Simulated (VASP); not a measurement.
# Hg3Se2S (P2) in VASP: a series of runs

The runs below take Hg3Se2S through single point, with PBE+D3(BJ).

Everything below comes from runs of VASP 6.6.1. Logs are shortened: lines on timing, memory, paths and dates and some standing lists are left out, and cuts for length are marked.

## 1. The cell of the first run

It takes space group P2 (No. 3, monoclinic). Conventional cell: a = 7.326 Å, b = 4.230 Å, c = 9.700 Å, α = 90.00°, β = 90.00°, γ = 90.00°. Hg (site symmetry 1) has 1 S at 2.58 Å and 5 Se at 2.58 to 3.33 Å within 3.4 Å. Within 3.4 Å of Hg (site symmetry 1) lie 4 Se at 2.58 to 3.33 Å and 2 S at 2.97 to 3.33 Å. Hg (site symmetry 2) has 4 S at 2.58 to 2.97 Å and 2 Se at 3.33 Å within 3.4 Å. Hg (site symmetry 2) has 4 Se at 2.58 to 2.97 Å and 2 S at 3.33 Å within 3.4 Å. Within 3.4 Å of S (site symmetry 1) lie 6 Hg at 2.58 to 3.33 Å. Se (site symmetry 1) has 6 Hg at 2.58 to 3.33 Å within 3.4 Å. Se (site symmetry 2) has 6 Hg at 2.58 to 3.33 Å within 3.4 Å. Within 3.4 Å of Se (site symmetry 2) lie 6 Hg at 2.58 to 3.33 Å.

## 2. Single point, PBE+D3(BJ)

Contents of INCAR:

```
SYSTEM = Hg3Se2S
PREC = Accurate
ENCUT = 520
EDIFF = 1E-6
ISMEAR = 0
SIGMA = 0.1
LREAL = .False.
LASPH = .True.
NELM = 80
ALGO = Normal
ISIF = 2
LWAVE = .False.
LCHARG = .False.
GGA = PE
IVDW = 12
NBANDS = 66
```

Contents of KPOINTS:

```
Automatic mesh
0
Gamma
  4 4 2
  0 0 0
```

Contents of POSCAR:

```
Hg3Se2S
1.0
    2.1148758700      3.6630724600      0.0000000000
   -6.3446276000      3.6630724600      0.0000000000
    0.0000000000      0.0000000000      9.6999595200
Hg S Se
6 2 4
Direct
    0.1666500000      0.8333500000      0.3333333300
    0.6666500000      0.3333500000      0.3333333300
    0.1666500000      0.1666500000      0.6666666700
    0.6666500000      0.6666500000      0.6666666700
    0.6667000000      0.0000000000      0.0000000000
    0.1667000000      0.5000000000      0.0000000000
    0.1050000000      0.8950000000      0.8333333300
    0.1050000000      0.1050000000      0.1666666700
    0.6050000000      0.3950000000      0.8333333300
    0.6050000000      0.6050000000      0.1666666700
    0.7900000000      0.0000000000      0.5000000000
    0.2900000000      0.5000000000      0.5000000000
```

Potentials or basis: VASP PAW PBE potentials, release 64 (Hg, S, Se).

Run with:

```
cat potpaw_PBE.64/Hg/POTCAR potpaw_PBE.64/S/POTCAR potpaw_PBE.64/Se/POTCAR > POTCAR
mpirun -np 1 vasp_std > vasp.out
```

OUTCAR:

```text
SYSTEM = Hg3Se2S
   PREC = Accurate
   ENCUT = 520
   EDIFF = 1E-6
   ISMEAR = 0
   LREAL = .False.
   LASPH = .True.
   NELM = 80
   ISIF = 2
   GGA = PE
   IVDW = 12
 IVDW          = 12

 ion  position               nearest neighbor table
   1  0.167  0.833  0.333-   8 2.58  11 2.58  10 2.97  12 2.97  10 3.33  11 3.33
   2  0.667  0.333  0.333-  10 2.58  12 2.58   8 2.97  11 2.97   8 3.33  12 3.33
   3  0.167  0.167  0.667-   7 2.58  11 2.58   9 2.97  12 2.97   9 3.33  11 3.33
   4  0.667  0.667  0.667-   9 2.58  12 2.58   7 2.97  11 2.97   7 3.33  12 3.33
   5  0.667  0.000  0.000-   7 2.58   8 2.58   8 2.97   7 2.97   9 3.33  10 3.33
   6  0.167  0.500  0.000-   9 2.58  10 2.58  10 2.97   9 2.97   7 3.33   8 3.33
   7  0.105  0.895  0.833-   3 2.58   5 2.58   4 2.97   5 2.97   4 3.33   6 3.33
   8  0.105  0.105  0.167-   1 2.58   5 2.58   2 2.97   5 2.97   2 3.33   6 3.33
   9  0.605  0.395  0.833-   4 2.58   6 2.58   3 2.97   6 2.97   3 3.33   5 3.33
  10  0.605  0.605  0.167-   2 2.58   6 2.58   1 2.97   6 2.97   1 3.33   5 3.33
  11  0.790  0.000  0.500-   1 2.58   3 2.58   2 2.97   4 2.97   3 3.33   1 3.33
  12  0.290  0.500  0.500-   2 2.58   4 2.58   1 2.97   3 2.97   4 3.33   2 3.33

  LATTYP: Found a simple orthorhombic cell.
 ALAT       =     4.2297517413
 B/A-ratio  =     1.7320508052
 C/A-ratio  =     2.2932692303

  Lattice vectors:

 A1 = (   2.1148758700,   3.6630724600,   0.0000000000)
 A2 = (  -6.3446276000,   3.6630724600,   0.0000000000)
 A3 = (   0.0000000000,   0.0000000000,   9.6999595200)

Analysis of symmetry for initial positions (statically):
=====================================================================
 Subroutine PRICEL returns:
 Original cell was already a primitive cell.

 Routine SETGRP: Setting up the symmetry group for a
 simple orthorhombic supercell.

 Subroutine GETGRP returns: Found  2 space group operations
 (whereof  2 operations were pure point group operations)
 out of a pool of  8 trial point group operations.

The static configuration has the point symmetry C_2 .

Analysis of symmetry for dynamics (positions and initial velocities):
=====================================================================
 Subroutine PRICEL returns:
 Original cell was already a primitive cell.

 Routine SETGRP: Setting up the symmetry group for a
 simple orthorhombic supercell.

 Subroutine GETGRP returns: Found  2 space group operations
 (whereof  2 operations were pure point group operations)
 out of a pool of  8 trial point group operations.

The dynamic configuration has the point symmetry C_2 .

 Subroutine INISYM returns: Found  2 space group operations
 (whereof  2 operations are pure point group operations),
 and found     1 'primitive' translations

----------------------------------------------------------------------------------------

                                     Primitive cell

  volume of cell :     300.5802

  direct lattice vectors                    reciprocal lattice vectors
     2.114875870  3.663072460  0.000000000     0.118210248  0.204746154  0.000000000
    -6.344627600  3.663072460  0.000000000    -0.118210248  0.068248718  0.000000000
     0.000000000  0.000000000  9.699959520     0.000000000  0.000000000  0.103093214

  length of vectors
     4.229751741  7.326144909  9.699959520     0.236420495  0.136497437  0.103093214

  position of ions in fractional coordinates (direct lattice)
     0.166650000  0.833350000  0.333333330
     0.666650000  0.333350000  0.333333330
     0.166650000  0.166650000  0.666666670
     0.666650000  0.666650000  0.666666670
     0.666700000  0.000000000  0.000000000
     0.166700000  0.500000000  0.000000000
     0.105000000  0.895000000  0.833333330
     0.105000000  0.105000000  0.166666670
     0.605000000  0.395000000  0.833333330
     0.605000000  0.605000000  0.166666670
     0.790000000  0.000000000  0.500000000
     0.290000000  0.500000000  0.500000000

  ion indices of the primitive-cell ions
   primitive index   ion index
                 1           1
                 2           2
                 3           3
                 4           4
                 5           5
                 6           6
                 7           7
                 8           8
                 9           9
                10          10
                11          11
                12          12

----------------------------------------------------------------------------------------

 KPOINTS: Automatic mesh

Automatic generation of k-mesh.
 Grid dimensions read from file:
 generate k-points for:    4    4    2

 Generating k-lattice:

  Cartesian coordinates                     Fractional coordinates (reciprocal lattice)
     0.029552562  0.051186539  0.000000000     0.250000000  0.000000000  0.000000000
    -0.029552562  0.017062180  0.000000000     0.000000000  0.250000000  0.000000000
     0.000000000  0.000000000  0.051546607     0.000000000  0.000000000  0.500000000

  Length of vectors
     0.059105124  0.034124359  0.051546607

  Shift w.r.t. Gamma in fractional coordinates (k-lattice)
     0.000000000  0.000000000  0.000000000

 Subroutine IBZKPT returns following result:
 ===========================================

 Found     18 irreducible k-points:

 Following reciprocal coordinates:
            Coordinates               Weight
  0.000000  0.000000  0.000000      1.000000
  0.250000 -0.000000  0.000000      2.000000
  0.500000 -0.000000  0.000000      1.000000
  0.000000  0.250000  0.000000      2.000000
  0.250000  0.250000  0.000000      4.000000
  0.500000  0.250000  0.000000      2.000000
[... 10 lines left out ...]
  0.250000  0.500000  0.500000      2.000000
  0.500000  0.500000  0.500000      1.000000
   k-points           NKPTS =     18   k-points in BZ     NKDIM =     18   number of bands    NBANDS=     66
   number of dos      NEDOS =    301   number of ions     NIONS =     12
   total plane-waves  NPLWV = 124416
   dimension x,y,z NGX =    32 NGY =   54 NGZ =   72
   dimension x,y,z NGXF=    64 NGYF=  108 NGZF=  144
   ions per type =               6   2   4
   NGX,Y,Z   is equivalent  to a cutoff of  12.58, 12.25, 12.34 a.u.
   NGXF,Y,Z  is equivalent  to a cutoff of  25.15, 24.51, 24.68 a.u.
 SYSTEM =  Hg3Se2S
   PREC   = accura    normal or accurate (medium, high low for compatibility)
   ISTART =      0    job   : 0-new  1-cont  2-samecut
   ICHARG =      2    charge: 1-file 2-atom 10-const
   ISPIN  =      1    spin polarized calculation?
   LNONCOLLINEAR =      F non collinear calculations
   LSORBIT =      F    spin-orbit coupling
   LASPH  =      T    aspherical Exc in radial PAW
   ENCUT  =  520.0 eV  38.22 Ry    6.18 a.u.   7.86 13.62 18.04*2*pi/ulx,y,z
   NELM   =     80;   NELMIN=  2; NELMDL= -5     # of ELM steps
   EDIFF  = 0.1E-05   stopping-criterion for ELM
   LREAL  =      F    real-space projection
   EDIFFG = 0.1E-04   stopping-criterion for IOM
   NSW    =      0    number of steps for IOM
   IBRION =     -1    ionic relax: 0-MD 1-quasi-New 2-CG
   NFREE  =      0    steps in history (QN), initial steepest desc. (CG)
   ISIF   =      2    stress and relaxation
   ISYM   =      2    0-nonsym 1-usesym 2-fastsym
   POTIM  = 0.5000    time-step for ionic-motion
   TEBEG  =    0.0;   TEEND  =   0.0 temperature during run
   PSTRESS=    0.0 pullay stress
   NELECT =     108.0000    total number of electrons
   NUPDOWN=      -1.0000    fix difference up-down
   EMIN   =  10.00;   EMAX   =-10.00  energy-range for DOS
   EFERMI =   0.00;   METHOD = LEGACY
   ISMEAR =     0;   SIGMA  =   0.10  broadening in eV -4-tet -1-fermi 0-gaus
   EFERMI_NEDOS =   21; number of points for ismear=-14 and -15
   IALGO  =     38    algorithm
   IMIX   =      4    mixing-type and parameters
     AMIX     =   0.40;   BMIX     =  1.00
     AMIX_MAG =   1.60;   BMIX_MAG =  1.00
  volume/ion in A,a.u.               =      25.05       169.03
  Fermi-wavevector in a.u.,A,eV,Ry     =   1.163847  2.199352 18.429641  1.354540
  Thomas-Fermi vector in A             =   2.300392
   LORBIT       =      0    0 simple, 1 ext, 2 COOP (PROOUT), +10 PAW based schemes
   GGA     = PE    functional components
   LHFCALC =     F    Hartree Fock is set to
   AEXX    =    0.0000 exact exchange contribution
   IVDW    =    12    specifies the selected vdW correction
   LEPSILON=     F    determine dielectric tensor
   LRPA    =     F    only Hartree local field effects (RPA)
 non-spin polarized calculation
 Gauss-broadening in eV      SIGMA  =   0.10
  energy-cutoff  :      520.00
  volume of cell :      300.58
 maximum number of plane-waves:      8124
 NGX is ok and might be reduce to    32
   NGX = 15   NGY = 27   NGZ = 37

 number of electron     108.0000004 magnetization

 Free energy of the ion-electron system (eV)
  ---------------------------------------------------
  ext. energy  EPLUGINS =         0.00000000
  ---------------------------------------------------
  free energy    TOTEN  =       -22.27732904 eV

  energy without entropy =      -22.25146152  energy(sigma->0) =      -22.26439528

 E-fermi :   2.4935     XC(G=0):  -9.7579

 val. band max:        2.4645045679   @ k =   0.0000   0.2500   0.0000
 cond. band min:       2.5033301293   @ k =   0.2500   0.2500   0.0000
 fundamental gap:      0.0388255614
 Fermi energy:         2.4934736476

 k-point     1 :       0.0000    0.0000    0.0000
  band No.  band energies     occupation
      1     -11.0771      2.00000
      2     -10.4772      2.00000
      3     -10.3521      2.00000
      4     -10.3515      2.00000
      5      -9.9052      2.00000
      6      -9.6004      2.00000
[... 58 lines left out ...]
     65       8.0223      0.00000
     66       8.2978      0.00000

 k-point     2 :       0.2500   -0.0000    0.0000
  band No.  band energies     occupation
      1     -10.8709      2.00000
      2     -10.3920      2.00000
      3     -10.3432      2.00000
      4     -10.3109      2.00000
      5      -9.7904      2.00000
      6      -9.6138      2.00000
[... 58 lines left out ...]
     65       7.9178      0.00000
     66       8.1481      0.00000

 k-point     3 :       0.5000   -0.0000    0.0000
  band No.  band energies     occupation
      1     -10.5896      2.00000
      2     -10.3810      2.00000
      3     -10.3366      2.00000
      4     -10.2427      2.00000
      5      -9.6725      2.00000
      6      -9.6270      2.00000
[... 1024 lines left out ...]
     65       7.6026      0.00000
     66       7.7046      0.00000

 k-point    18 :       0.5000    0.5000    0.5000
  band No.  band energies     occupation
      1     -10.5376      2.00000
      2     -10.5052      2.00000
      3     -10.3009      2.00000
      4     -10.2010      2.00000
      5      -9.6855      2.00000
      6      -9.5991      2.00000
[... 58 lines left out ...]
     65       7.5150      0.00000
     66       7.5432      0.00000

------------------------ aborting loop because EDIFF is reached ----------------------------------------

 Edisp (eV)   -4.36763

 E8    (eV) :    -1.8791

  FORCE on cell =-STRESS in cart. coord.  units (eV):
  Direction    XX          YY          ZZ          XY          YZ          ZX
  --------------------------------------------------------------------------------------
  -------------------------------------------------------------------------------------
  Total      -3.79693    -3.48133     5.51161     0.27331     0.28820    -0.49918
  in kB     -20.23870   -18.55650    29.37845     1.45683     1.53619    -2.66076
  external pressure =       -3.14 kB  Pullay stress =        0.00 kB

 VOLUME and BASIS-vectors are now :
 -----------------------------------------------------------------------------
  energy-cutoff  :      520.00
  volume of cell :      300.58
      direct lattice vectors                 reciprocal lattice vectors
     2.114875870  3.663072460  0.000000000     0.118210248  0.204746154  0.000000000
    -6.344627600  3.663072460  0.000000000    -0.118210248  0.068248718  0.000000000
     0.000000000  0.000000000  9.699959520     0.000000000  0.000000000  0.103093214

 POSITION                                       TOTAL-FORCE (eV/Angst)
 -----------------------------------------------------------------------------------
     -4.93485      3.66307      3.23332         0.859698      0.182807     -0.402255
     -0.70510      3.66307      3.23332         1.491803     -0.024429     -0.125861
     -0.70489      1.22090      6.46664        -0.271533      0.835924      0.402255
     -2.81976      4.88397      6.46664        -0.767058      1.279724      0.125861
      1.40999      2.44217      0.00000        -0.305070     -0.528397      0.000000
     -2.81976      2.44217      0.00000        -0.690294     -1.195624      0.000000
     -5.45638      3.66307      8.08330         0.642619      0.012396      0.074874
     -0.44412      0.76925      1.61666        -0.310574      0.562723     -0.074874
     -1.22663      3.66307      8.08330         1.368031     -0.021376     -0.007693
     -2.55900      4.43232      1.61666        -0.702527      1.174062      0.007693
      1.67075      2.89383      4.84998        -0.621018     -1.075634      0.000000
     -2.55900      2.89383      4.84998        -0.694076     -1.202176      0.000000
 -----------------------------------------------------------------------------------
    total drift:                                0.000222      0.000385     -0.000000

  FREE ENERGIE OF THE ION-ELECTRON SYSTEM (eV)
  ---------------------------------------------------
  free  energy   TOTEN  =       -26.6449553519 eV

  energy  without entropy=      -26.6190878387  energy(sigma->0) =      -26.63202160
```

Wall time 6.4 min (1 thread of Oxide Virtual Turin-like, shared host); peak memory 0.49 GiB.

Results:

* Free energy: -26.6450 eV
* Pressure: -0.3 GPa
* Largest force: 1.497 eV/Å
* Band gap on the k mesh: zero (band 54 reaches 2.55 eV, above the bottom of band 55 at 2.11 eV)
* Dispersion energy per atom: -0.364 eV

Forces on the atoms (eV/Å):
```
Hg   0.860  0.183 -0.402
Hg   1.492 -0.024 -0.126
Hg  -0.272  0.836  0.402
Hg  -0.767  1.280  0.126
Hg  -0.305 -0.528  0.000
Hg  -0.690 -1.196  0.000
S    0.643  0.012  0.075
S   -0.311  0.563 -0.075
Se   1.368 -0.021 -0.008
Se  -0.703  1.174  0.008
Se  -0.621 -1.076  0.000
Se  -0.694 -1.202  0.000
```

Stress tensor (GPa, compression positive):
```
-2.02  0.15 -0.27
 0.15 -1.86  0.15
-0.27  0.15  2.94
```

Caveat: the k points lie up to 0.37 Å⁻¹ apart; spin-orbit coupling is left out, which moves the levels of the heavy elements; pairwise dispersion overbinds metals, which lowers pressure and volume; forces of over 1 eV/Å act on the atoms, so gaps and moduli don't describe the material at rest.

## 3. Single point, PBE+D3(BJ)

This run uses another cell than the first one, of 22.61 Å³/atom, 0.903 times its volume.

Contents of INCAR:

```
PREC = Accurate
ENCUT = 520
EDIFF = 1E-7
ISMEAR = 0
SIGMA = 0.1
LREAL = F
LASPH = T
NELM = 100
ALGO = Normal
ISIF = 2
LWAVE = F
LCHARG = T
GGA = PE
IVDW = 12
LELF = T
LVHAR = T
NBANDS = 66
```

Contents of KPOINTS:

```
regular mesh
0
Gamma
  6 4 2
```

Contents of POSCAR:

```
Hg3Se2S
1.0
    1.9917705530      3.4498477921      0.0000000000
   -6.0048925078      3.4669263086      0.0036295047
   -0.0041617157      0.0024027677      9.8215444135
Hg S Se
6 2 4
Direct
    0.1754028711      0.8327650743      0.3319596143
    0.6776520865      0.3191077186      0.3262919738
    0.1754028711      0.1672349257      0.6680403857
    0.6776520865      0.6808922814      0.6737080262
    0.6508549299      0.0000000000      0.0000000000
    0.1526806254      0.5000000000      0.0000000000
    0.1414115784      0.8611864102      0.8330834108
    0.1414115784      0.1388135898      0.1669165892
    0.6496531111      0.3520025862      0.8368341356
    0.6496531111      0.6479974138      0.1631658644
    0.6952001012      0.0000000000      0.5000000000
    0.2130250494      0.5000000000      0.5000000000
```

Potentials or basis: VASP PAW PBE potentials, release 64 (Hg, S, Se).

Run with:

```
cat potpaw_PBE.64/Hg/POTCAR potpaw_PBE.64/S/POTCAR potpaw_PBE.64/Se/POTCAR > POTCAR
mpirun -np 1 vasp_std > vasp.out
```

It took 11 min on 1 thread of Oxide Virtual Turin-like, shared host; peak memory 0.54 GiB.

The run converged. Its results:

- Free energy: -28.1943 eV
- Pressure: 0.3 GPa
- Largest force: 0.047 eV/Å
- Band gap on the k mesh: zero (band 54 reaches 3.41 eV, above the bottom of band 55 at 2.63 eV)
- Dispersion energy per atom: -0.405 eV

Forces in eV/Å, atoms in the order of the input:
```
Hg   0.026 -0.039  0.003
Hg  -0.044  0.013 -0.008
Hg  -0.047  0.003 -0.003
Hg   0.033 -0.032  0.008
Hg   0.005  0.009  0.000
Hg   0.008  0.014  0.000
S    0.019 -0.003  0.007
S   -0.012  0.015 -0.007
Se   0.034  0.029 -0.007
Se   0.008  0.044  0.007
Se  -0.022 -0.038  0.000
Se  -0.008 -0.014  0.000
```

Levels at points of the mesh, in eV from the Fermi level:
```
           k point  band 52  band 53  band 54  band 55  band 56  band 57
(0.00, 0.00, 0.00)    -0.61    -0.40    -0.14    -0.10     0.06     2.19
(0.50, 0.00, 0.00)    -1.72    -0.10     0.10     0.84     1.19     1.48
(0.00, 0.50, 0.00)    -0.63    -0.08     0.10     0.80     0.87     2.14
(0.50, 0.50, 0.00)    -0.94    -0.77    -0.64    -0.55    -0.51     2.17
(0.00, 0.00, 0.50)    -0.27     0.21     0.24     0.37     0.44     1.15
(0.50, 0.00, 0.50)    -1.11    -0.98    -0.85     1.69     1.74     1.76
(0.00, 0.50, 0.50)    -0.74    -0.20    -0.01     1.54     1.71     1.73
(0.50, 0.50, 0.50)    -0.35    -0.22    -0.12     0.37     0.37     0.41
```

Caveat: spin-orbit coupling is left out, which moves the levels of the heavy elements; pairwise dispersion overbinds metals, which lowers pressure and volume.
